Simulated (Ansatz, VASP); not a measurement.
Cd: VASP beside Ansatz

```
Cd
1.0
     0.00000    2.21576    2.21576
     2.21576    0.00000    2.21576
     2.21576    2.21576    0.00000
Cd
1
Direct
  0.00000 0.00000 0.00000
```

Alike in both runs: task single point; functional r2SCAN; k mesh 14 × 14 × 14; occupations fermi-dirac, width 0.1 eV; no spin polarisation.

```csv
,VASP,Ansatz
version,VASP 6.6.1,Ansatz 0.2.0
potentials or method,"VASP PAW PBE potentials, release 64 (Cd), cutoff 550 eV","plane waves (500 eV) with PAW, scalar-relativistic"
valence electrons in the cell,12,20
```

VASP gave:

* pressure (GPa): 0.2

Task: Estimate Ansatz's values.

Result: Pressure (GPa): -0.1.

VASP's potentials were made for PBE, not for r2SCAN. VASP's potentials hold 12 valence electrons a cell and Ansatz's 20, so a difference there can come from the potentials and not from the codes.
